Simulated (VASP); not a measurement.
**MgO: single point with PBE**

Crystal: MgO.

```
Mg O
1.0
     3.30779    0.00000    0.00000
    -1.65389    2.86463    0.00000
     0.00000    0.00000    4.98288
Mg O
2 2
Direct
  0.66667 0.33333 0.50216
  0.33333 0.66667 0.00216
  0.66667 0.33333 0.90244
  0.33333 0.66667 0.40244
```

```yaml
Program: VASP 6.6.1
Task: single point
Functional: PBE
Potentials_or_basis: VASP PAW PBE potentials, release 64 (Mg, O)
Cutoff: 520 eV
k_mesh: 8 × 8 × 5
Occupations: fermi-dirac, width 0.05 eV
Spin: no spin polarisation
```

| Property | Result |
| --- | --- |
| Pressure | 3.0 GPa |
| Largest force | 0.008 eV/Å |
| Band gap on the k mesh | 3.46 eV |

Forces in eV/Å, atoms in the order of the input:
```
Mg   0.000  0.000  0.008
Mg   0.000  0.000  0.008
O    0.000  0.000 -0.008
O    0.000  0.000 -0.008
```

Stress tensor (GPa, compression positive):
```
2.89 0.00 0.00
0.00 2.89 0.00
0.00 0.00 3.11
```

Levels at points of the mesh, in eV from the valence-band top:
| k point | band 4 | band 5 | band 6 | band 7 | band 8 | band 9 | band 10 | band 11 | band 12 | band 13 |
| --- | --- | --- | --- | --- | --- | --- | --- | --- | --- | --- |
| (0.00, 0.00, 0.00) | -0.79 | -0.79 | -0.45 | -0.45 | 0.00 | 3.46 | 8.51 | 10.34 | 14.08 | 14.08 |
| (0.50, 0.00, 0.00) | -2.20 | -1.76 | -1.32 | -0.83 | -0.52 | 7.76 | 8.08 | 9.22 | 10.75 | 12.90 |

Wall time 46 s on 1 thread of Intel Xeon 8259CL, on a shared host, peak memory 0.18 GiB.
